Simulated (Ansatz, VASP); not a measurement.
# Sn3Se: VASP beside Ansatz

```
Sn Se
1.0
     0.00000    3.73314    3.73314
     3.73314    0.00000    3.73314
     3.73314    3.73314    0.00000
Sn Se
3 1
Cartesian
  1.8666 1.8666 1.8666
  5.5997 5.5997 5.5997
  3.7331 3.7331 3.7331
  0.0000 0.0000 0.0000
```

Alike in both runs: task relaxation of cell and atoms; functional PBE; k mesh 10 × 10 × 10; occupations gaussian, width 0.1 eV; no spin polarisation.

|  | VASP | Ansatz |
| --- | --- | --- |
| version | VASP 6.6.1 | Ansatz 0.2.0 |
| potentials or method | VASP PAW PBE potentials, release 64 (Sn_d, Se), cutoff 600 eV | scalar-relativistic, plane waves, PAW |
| valence electrons in the cell | 48 | 58 |

|  | VASP | Ansatz | Ansatz less VASP |
| --- | --- | --- | --- |
| gap on the k mesh at the Fermi level, each at its own relaxed structure (eV) | none | none | - |
| relaxed volume (Å³/atom) | 25.93 | 25.90 | -0.023 |
| relaxed length of the cell vector where the two differ most in proportion (Å) | 5.274 | 5.272 | -0.0015 |

A gap of «none» marks a metal or a gap that the smearing closes. VASP's potentials hold 48 valence electrons a cell and Ansatz's 58, so a difference there can come from the potentials and not from the codes.

Noted on VASP's run: too few bands were computed for a metal, which touches its energy and stress.
